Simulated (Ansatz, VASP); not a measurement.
**One calculation of C, two programs**

```
CELL_PARAMETERS angstrom
2.59086 0.00000 0.00000
0.00000 3.03138 0.00000
0.00000 0.00000 7.14963
ATOMIC_POSITIONS crystal
C 0.00000 0.50000 0.00000
C 0.50000 0.00000 0.50000
C 0.73487 0.35157 0.34665
C 0.26513 0.35157 0.65335
C 0.73487 0.64843 0.65335
C 0.26513 0.64843 0.34665
C 0.76513 0.14843 0.15335
C 0.23487 0.14843 0.84665
C 0.76513 0.85157 0.84665
C 0.23487 0.85157 0.15335
```

Alike in both runs: functional PBE; k mesh 6 × 6 × 4; occupations gaussian, width 0.1 eV; no spin polarisation.

Ansatz relaxed the structure, and its values are those at the end. VASP's run is a single point on that final structure, the one shown.

|  | VASP | Ansatz |
| --- | --- | --- |
| version | VASP 6.6.1 | Ansatz 0.2.0 |
| potentials or method | VASP PAW PBE potentials, release 64 (C), cutoff 520 eV | scalar-relativistic, plane waves, PAW |
| valence electrons in the cell | 40 | 40 |

|  | VASP | Ansatz | Ansatz less VASP |
| --- | --- | --- | --- |
| gap on the k mesh at the Fermi level (eV) | 3.81 | 3.83 | +0.014 |
| least direct gap on the mesh (eV) | 4.04 | 4.05 | +0.013 |
| pressure (GPa) | 0.6 | 0.0 | -0.60 |
| rms of the force components (eV/Å) | 0.020 | 0.000 | -0.0194 |
